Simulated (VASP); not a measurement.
# RbCl (Fm-3m) in VASP: settings compared

RbCl is run at these levels: LDA, PBEsol, PBE, r2SCAN; tasks: single point.

Everything below comes from runs of VASP 6.6.1. Logs are shortened: lines on timing, memory, paths and dates and some standing lists are left out, and cuts for length are marked.

### Step 1. The cell of the first run

Symmetry: Fm-3m, No. 225, cubic system. Conventional cell: a = 6.377 Å, b = 6.377 Å, c = 6.377 Å, α = 90.00°, β = 90.00°, γ = 90.00°. Rb (site symmetry m-3m) has 6 Cl at 3.19 Å within 4.2 Å. Cl (site symmetry m-3m) has 6 Rb at 3.19 Å within 4.2 Å.

### Step 2. Single point, LDA

Input file INCAR:

```
SYSTEM = RbCl
  ALGO = Normal
  EDIFF = 1E-6
  ENCUT = 500
  GGA = CA
  GGA_COMPAT = .False.
  ISIF = 2
  ISMEAR = -1
  LASPH = .True.
  LCHARG = .False.
  LREAL = .False.
  LWAVE = .False.
  NBANDS = 15
  NELM = 120
  PREC = Accurate
  SIGMA = 0.02
```

Input file KPOINTS:

```
k-points
0
Gamma
  8 8 8
  0 0 0
```

Input file POSCAR:

```
RbCl
1.0
    0.0000000000      3.1885410992      3.1885410992
    3.1885410992      0.0000000000      3.1885410992
    3.1885410992      3.1885410992      0.0000000000
Rb Cl
1 1
Direct
    0.0000000000      0.0000000000      0.0000000000
    0.5000000000      0.5000000000      0.5000000000
```

Potentials or basis: VASP PAW LDA potentials, release 64 (Rb_sv, Cl).

Command:

```console
$ cat potpaw_LDA.64/Rb_sv/POTCAR potpaw_LDA.64/Cl/POTCAR > POTCAR
$ mpirun -np 1 vasp_std > vasp.out
```

OUTCAR:

```text
SYSTEM = RbCl
   EDIFF = 1E-6
   ENCUT = 500
   GGA = CA
   ISIF = 2
   ISMEAR = -1
   LASPH = .True.
   LREAL = .False.
   NELM = 120
   PREC = Accurate

 ion  position               nearest neighbor table
   1  0.000  0.000  0.000-   2 3.19   2 3.19   2 3.19   2 3.19   2 3.19   2 3.19
   2  0.500  0.500  0.500-   1 3.19   1 3.19   1 3.19   1 3.19   1 3.19   1 3.19

  LATTYP: Found a face centered cubic cell.
 ALAT       =     6.3770821984

  Lattice vectors:

 A1 = (   0.0000000000,   3.1885410992,   3.1885410992)
 A2 = (   3.1885410992,   0.0000000000,   3.1885410992)
 A3 = (   3.1885410992,   3.1885410992,   0.0000000000)

Analysis of symmetry for initial positions (statically):
=====================================================================
 Subroutine PRICEL returns:
 Original cell was already a primitive cell.

 Routine SETGRP: Setting up the symmetry group for a
 face centered cubic supercell.

 Subroutine GETGRP returns: Found 48 space group operations
 (whereof 48 operations were pure point group operations)
 out of a pool of 48 trial point group operations.

The static configuration has the point symmetry O_h .

Analysis of symmetry for dynamics (positions and initial velocities):
=====================================================================
 Subroutine PRICEL returns:
 Original cell was already a primitive cell.

 Routine SETGRP: Setting up the symmetry group for a
 face centered cubic supercell.

 Subroutine GETGRP returns: Found 48 space group operations
 (whereof 48 operations were pure point group operations)
 out of a pool of 48 trial point group operations.

The dynamic configuration has the point symmetry O_h .

 Subroutine INISYM returns: Found 48 space group operations
 (whereof 48 operations are pure point group operations),
 and found     1 'primitive' translations

----------------------------------------------------------------------------------------

                                     Primitive cell

  volume of cell :      64.8345

  direct lattice vectors                    reciprocal lattice vectors
     0.000000000  3.188541099  3.188541099    -0.156811527  0.156811527  0.156811527
     3.188541099  0.000000000  3.188541099     0.156811527 -0.156811527  0.156811527
     3.188541099  3.188541099  0.000000000     0.156811527  0.156811527 -0.156811527

  length of vectors
     4.509278067  4.509278067  4.509278067     0.271605533  0.271605533  0.271605533

  position of ions in fractional coordinates (direct lattice)
     0.000000000  0.000000000  0.000000000
     0.500000000  0.500000000  0.500000000

  ion indices of the primitive-cell ions
   primitive index   ion index
                 1           1
                 2           2

----------------------------------------------------------------------------------------

 KPOINTS: k-points

Automatic generation of k-mesh.
 Grid dimensions read from file:
 generate k-points for:    8    8    8

 Generating k-lattice:

  Cartesian coordinates                     Fractional coordinates (reciprocal lattice)
    -0.019601441  0.019601441  0.019601441     0.125000000  0.000000000  0.000000000
     0.019601441 -0.019601441  0.019601441     0.000000000  0.125000000  0.000000000
     0.019601441  0.019601441 -0.019601441     0.000000000  0.000000000  0.125000000

  Length of vectors
     0.033950692  0.033950692  0.033950692

  Shift w.r.t. Gamma in fractional coordinates (k-lattice)
     0.000000000  0.000000000  0.000000000

 Subroutine IBZKPT returns following result:
 ===========================================

 Found     29 irreducible k-points:

 Following reciprocal coordinates:
            Coordinates               Weight
  0.000000  0.000000  0.000000      1.000000
  0.125000  0.000000  0.000000      8.000000
  0.250000  0.000000  0.000000      8.000000
  0.375000  0.000000  0.000000      8.000000
  0.500000  0.000000  0.000000      4.000000
  0.125000  0.125000  0.000000      6.000000
[... 16 lines left out ...]
  0.500000  0.250000  0.125000     48.000000
 -0.375000  0.250000  0.125000     24.000000
 [... further k-points ...]
   k-points           NKPTS =     29   k-points in BZ     NKDIM =     29   number of bands    NBANDS=     15
   number of dos      NEDOS =    301   number of ions     NIONS =      2
   total plane-waves  NPLWV =  46656
   dimension x,y,z NGX =    36 NGY =   36 NGZ =   36
   dimension x,y,z NGXF=    72 NGYF=   72 NGZF=   72
   ions per type =               1   1
   NGX,Y,Z   is equivalent  to a cutoff of  13.27, 13.27, 13.27 a.u.
   NGXF,Y,Z  is equivalent  to a cutoff of  26.54, 26.54, 26.54 a.u.
 SYSTEM =  RbCl
   PREC   = accura    normal or accurate (medium, high low for compatibility)
   ISTART =      0    job   : 0-new  1-cont  2-samecut
   ICHARG =      2    charge: 1-file 2-atom 10-const
   ISPIN  =      1    spin polarized calculation?
   LNONCOLLINEAR =      F non collinear calculations
   LSORBIT =      F    spin-orbit coupling
   LASPH  =      T    aspherical Exc in radial PAW
   ENCUT  =  500.0 eV  36.75 Ry    6.06 a.u.   8.22  8.22  8.22*2*pi/ulx,y,z
   NELM   =    120;   NELMIN=  2; NELMDL= -5     # of ELM steps
   EDIFF  = 0.1E-05   stopping-criterion for ELM
   LREAL  =      F    real-space projection
   EDIFFG = 0.1E-04   stopping-criterion for IOM
   NSW    =      0    number of steps for IOM
   IBRION =     -1    ionic relax: 0-MD 1-quasi-New 2-CG
   NFREE  =      0    steps in history (QN), initial steepest desc. (CG)
   ISIF   =      2    stress and relaxation
   ISYM   =      2    0-nonsym 1-usesym 2-fastsym
   POTIM  = 0.5000    time-step for ionic-motion
   TEBEG  =    0.0;   TEEND  =   0.0 temperature during run
   PSTRESS=    0.0 pullay stress
   NELECT =      16.0000    total number of electrons
   NUPDOWN=      -1.0000    fix difference up-down
   EMIN   =  10.00;   EMAX   =-10.00  energy-range for DOS
   EFERMI =   0.00;   METHOD = LEGACY
   ISMEAR =    -1;   SIGMA  =   0.02  broadening in eV -4-tet -1-fermi 0-gaus
   EFERMI_NEDOS =   21; number of points for ismear=-14 and -15
   IALGO  =     38    algorithm
   IMIX   =      4    mixing-type and parameters
     AMIX     =   0.40;   BMIX     =  1.00
     AMIX_MAG =   1.60;   BMIX_MAG =  1.00
  volume/ion in A,a.u.               =      32.42       218.76
  Fermi-wavevector in a.u.,A,eV,Ry     =   1.026864  1.940491 14.346651  1.054449
  Thomas-Fermi vector in A             =   2.160779
   LORBIT       =      0    0 simple, 1 ext, 2 COOP (PROOUT), +10 PAW based schemes
   GGA     = CA    functional components
   LHFCALC =     F    Hartree Fock is set to
   AEXX    =    0.0000 exact exchange contribution
   IVDW    =     0    specifies the selected vdW correction
   LEPSILON=     F    determine dielectric tensor
   LRPA    =     F    only Hartree local field effects (RPA)
 non-spin polarized calculation
  energy-cutoff  :      500.00
  volume of cell :       64.83
 maximum number of plane-waves:      1676
 NGX is ok and might be reduce to    36
   NGX = 17   NGY = 17   NGZ = 17

 number of electron      15.9999998 magnetization

 Free energy of the ion-electron system (eV)
  ---------------------------------------------------
  ext. energy  EPLUGINS =         0.00000000
  ---------------------------------------------------
  free energy    TOTEN  =        -7.26742768 eV

  energy without entropy =       -7.26742768  energy(sigma->0) =       -7.26742768

 E-fermi :  -1.3044     XC(G=0):  -8.2921

 val. band max:       -1.7581575739   @ k =   0.0000   0.0000   0.0000
 cond. band min:       3.0977404313   @ k =   0.0000   0.0000   0.0000
 fundamental gap:      4.8558980052
 Fermi energy:        -1.3043596491

 k-point     1 :       0.0000    0.0000    0.0000
  band No.  band energies     occupation
      1     -25.3396      2.00000
      2     -13.7551      2.00000
      3      -9.4531      2.00000
      4      -9.4531      2.00000
      5      -9.4531      2.00000
      6      -1.7582      2.00000
      7      -1.7582      2.00000
      8      -1.7582      2.00000
      9       3.0977      0.00000
     10       5.9885      0.00000
     11       5.9885      0.00000
     12       5.9885      0.00000
     13       7.1046      0.00000
     14       7.1046      0.00000
     15      10.0905      0.00000

 k-point     2 :       0.1250    0.0000    0.0000
  band No.  band energies     occupation
      1     -25.3355      2.00000
      2     -13.7711      2.00000
      3      -9.4554      2.00000
      4      -9.4554      2.00000
      5      -9.4446      2.00000
      6      -1.9608      2.00000
      7      -1.8307      2.00000
      8      -1.8307      2.00000
      9       3.5138      0.00000
     10       5.8554      0.00000
     11       6.2065      0.00000
     12       6.2065      0.00000
     13       7.3810      0.00000
     14       7.3810      0.00000
     15      10.8011      0.00000

 k-point     3 :       0.2500    0.0000    0.0000
  band No.  band energies     occupation
      1     -25.3257      2.00000
      2     -13.8093      2.00000
      3      -9.4608      2.00000
      4      -9.4608      2.00000
      5      -9.4246      2.00000
      6      -2.3747      2.00000
      7      -1.9971      2.00000
      8      -1.9971      2.00000
      9       4.5063      0.00000
     10       5.7629      0.00000
     11       6.8370      0.00000
     12       6.8370      0.00000
     13       8.1322      0.00000
     14       8.1322      0.00000
     15      12.2175      0.00000

 k-point     4 :       0.3750    0.0000    0.0000
  band No.  band energies     occupation
      1     -25.3158      2.00000
      2     -13.8471      2.00000
      3      -9.4661      2.00000
      4      -9.4661      2.00000
      5      -9.4049      2.00000
      6      -2.7212      2.00000
      7      -2.1528      2.00000
      8      -2.1528      2.00000
      9       5.5127      0.00000
     10       5.9712      0.00000
     11       7.7821      0.00000
     12       7.7821      0.00000
     13       9.1121      0.00000
     14       9.1121      0.00000
     15      11.1387      0.00000
[... 307 lines left out ...]
 k-point    22 :       0.3750    0.2500    0.1250
  band No.  band energies     occupation
      1     -25.3187      2.00000
      2     -13.7986      2.00000
      3      -9.5596      2.00000
      4      -9.4828      2.00000
      5      -9.4463      2.00000
      6      -2.4979      2.00000
      7      -2.0473      2.00000
      8      -1.8745      2.00000
      9       4.9799      0.00000
     10       5.1233      0.00000
     11       7.4973      0.00000
     12       7.9208      0.00000
     13       8.0674      0.00000
     14       8.9393      0.00000
     15      11.2625      0.00000

 k-point    23 :       0.5000    0.2500    0.1250
  band No.  band energies     occupation
      1     -25.3110      2.00000
      2     -13.8039      2.00000
      3      -9.6021      2.00000
      4      -9.5362      2.00000
      5      -9.4392      2.00000
      6      -2.5538      2.00000
      7      -2.1560      2.00000
      8      -1.9856      2.00000
      9       5.3761      0.00000
     10       5.8026      0.00000
     11       7.9879      0.00000
     12       8.2204      0.00000
     13       8.9082      0.00000
     14       9.4571      0.00000
     15      10.4234      0.00000

 k-point    24 :      -0.3750    0.2500    0.1250
  band No.  band energies     occupation
      1     -25.3078      2.00000
      2     -13.8060      2.00000
      3      -9.6034      2.00000
      4      -9.5798      2.00000
      5      -9.4315      2.00000
      6      -2.5672      2.00000
      7      -2.1347      2.00000
      8      -2.1072      2.00000
      9       5.8056      0.00000
     10       5.9733      0.00000
     11       8.1171      0.00000
     12       8.2859      0.00000
     13       9.1201      0.00000
     14      10.2525      0.00000
     15      10.3132      0.00000

 [... further k-points ...]

------------------------ aborting loop because EDIFF is reached ----------------------------------------

  FORCE on cell =-STRESS in cart. coord.  units (eV):
  Direction    XX          YY          ZZ          XY          YZ          ZX
  --------------------------------------------------------------------------------------
  -------------------------------------------------------------------------------------
  Total        0.0178300      0.0178300      0.0178300      0.0000000     -0.0000000     -0.0000000
  in kB        0.4406111      0.4406111      0.4406111      0.0000000     -0.0000000     -0.0000000
  external PRESSURE =       0.4406111 kB  Pullay stress =       0.0000000 kB

 VOLUME and BASIS-vectors are now :
 -----------------------------------------------------------------------------
  energy-cutoff  :      500.00
  volume of cell :       64.83
      direct lattice vectors                 reciprocal lattice vectors
     0.000000000  3.188541099  3.188541099    -0.156811527  0.156811527  0.156811527
     3.188541099  0.000000000  3.188541099     0.156811527 -0.156811527  0.156811527
     3.188541099  3.188541099  0.000000000     0.156811527  0.156811527 -0.156811527

 POSITION                                       TOTAL-FORCE (eV/Angst)
 -----------------------------------------------------------------------------------
      0.00000      0.00000      0.00000         0.000000      0.000000     -0.000000
      3.18854      3.18854      3.18854        -0.000000     -0.000000      0.000000
 -----------------------------------------------------------------------------------
    total drift:                                0.000000      0.000000      0.000000

  FREE ENERGIE OF THE ION-ELECTRON SYSTEM (eV)
  ---------------------------------------------------
  free  energy   TOTEN  =        -7.2674276820 eV

  energy  without entropy=       -7.2674276820  energy(sigma->0) =       -7.26742768
```

Wall time 18 s (1 thread of AMD EPYC 9R45 (Zen 5), shared host); peak memory 0.15 GiB.

What came out:

```yaml
Free_energy: -7.2674 eV
Pressure: 0.0 GPa
Band_gap_on_the_k_mesh: 4.86 eV
```

Levels at points of the mesh, in eV from the valence-band top:
```tsv
k point	band 4	band 5	band 6	band 7	band 8	band 9	band 10	band 11	band 12	band 13
(0.00, 0.00, 0.00)	-7.69	-7.69	0.00	0.00	0.00	4.86	7.75	7.75	7.75	8.86
(0.50, 0.00, 0.00)	-7.71	-7.64	-1.09	-0.46	-0.46	7.65	7.96	10.25	10.25	11.41
(0.50, 0.50, 0.00)	-7.85	-7.85	-0.32	-0.09	-0.09	5.75	8.15	9.80	10.11	10.62
```

A k mesh can miss the band edges. As with any semilocal functional, this LDA gap is likely too small.

[end of part 1 of 2]
